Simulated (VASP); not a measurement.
## MgO: density of states with LDA

MgO:

```
Mg O
1.0
     0.00000    2.12685    2.12685
     2.12685    0.00000    2.12685
     2.12685    2.12685    0.00000
Mg O
1 1
Direct
  0.00000 0.00000 0.00000
  0.50000 0.50000 0.50000
```

```yaml
Program: VASP 6.6.1
Task: density of states
Functional: LDA
Potentials_or_basis: VASP PAW LDA potentials, release 64 (Mg, O)
Cutoff: 520 eV
k_mesh: 10 × 10 × 10
Occupations: gaussian, width 0.02 eV
Spin: no spin polarisation
Dipole_correction: no
k_mesh_for_the_DOS: 15 × 15 × 15
Occupations_for_the_DOS: tetrahedron
Further_INCAR_settings: ALGO = Normal; EDIFF = 1e-07; NBANDS = 11
```

* Valence electrons inside the program's atomic spheres: Mg 0.40; O 5.05

Levels at points of the mesh, in eV from the valence-band top:
```tsv
k point	band 2	band 3	band 4	band 5	band 6	band 7
(0.00, 0.00, 0.00)	0.00	0.00	0.00	4.37	15.36	15.36
```

Run time: 18 s on 1 thread of Intel Xeon 8259CL (shared host), peak memory 0.14 GiB.
